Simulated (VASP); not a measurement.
A run of VASP 6.6.1 is set up as follows.

File INCAR:

```
ALGO     = Normal         # electronic algorithm
EDIFF    = 1E-6           # SCF threshold, eV
ENCUT    = 520            # plane-wave cutoff, eV
GGA      = PE             # functional
ISIF     = 2              # what is computed and relaxed
ISMEAR   = 0              # smearing method
LASPH    = True           # aspherical terms in the spheres
LCHARG   = True           # write CHGCAR
LELF     = True           # ELF
LREAL    = False          # projectors in reciprocal space
LVHAR    = True         
LWAVE    = False          # write WAVECAR
NBANDS   = 11             # bands
NELM     = 100            # most SCF steps
PREC     = Accurate       # precision mode
SIGMA    = 0.05           # smearing width, eV
```

File KPOINTS:

```
k-points
0
Gamma
  8 8 8
```

File POSCAR:

```
Si
1.0
    0.0000000000      2.8442764419      2.7348811941
    2.8442764419      0.0000000000      2.7348811941
    2.8442764419      2.8442764419      0.0000000000
Si
2
Direct
    0.5000000000      0.5000000000      0.5000000000
    0.7500000000      0.7500000000      0.7500000000
```

Potentials or basis: VASP PAW PBE potentials, release 64 (Si).

Command:

```bash
$ cat potpaw_PBE.64/Si/POTCAR > POTCAR
$ mpirun -np 1 vasp_std > vasp.out
```

(1) Predict the pressure.

(2) Predict the band gap on the k mesh.

Results:

(1) -5.9 GPa.

(2) 0.37 eV, indirect (least direct gap 2.07 eV).

Caveat: the cell differs from its parent crystal (strain +0.040 along x and y, +0.000 along z).
